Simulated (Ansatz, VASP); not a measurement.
# One calculation of LiH, two programs

```xyz
2
Lattice="0.0000 2.0086 2.0086 2.0086 0.0000 2.0086 2.0086 2.0086 0.0000" Properties=species:S:1:pos:R:3 pbc="T T T"
Li    0.0000    0.0000    0.0000
H     2.0086    2.0086    2.0086
```

Alike in both runs: task relaxation of cell and atoms; functional LDA; k mesh 8 × 8 × 8; occupations gaussian, width 0.02 eV; no spin polarisation.

|  | VASP | Ansatz |
| --- | --- | --- |
| version | VASP 6.6.1 | Ansatz 0.2.0 |
| potentials or method | VASP PAW LDA potentials, release 64 (Li_sv, H), cutoff 750 eV | scalar-relativistic, plane waves, PAW |
| valence electrons in the cell | 4 | 4 |

|  | VASP | Ansatz | Ansatz less VASP |
| --- | --- | --- | --- |
| gap on the k mesh at the Fermi level, each at its own relaxed structure (eV) | 2.53 | 2.54 | +0.007 |
| relaxed volume (Å³/atom) | 7.44 | 7.46 | +0.022 |
| relaxed cell length with the largest relative difference (Å) | 2.761 | 2.764 | +0.0027 |

Ansatz warns that its potentials were made for another functional, while VASP's fit it. LDA's correlation is that of Perdew and Zunger in VASP and of Perdew and Wang (1992) in Ansatz.
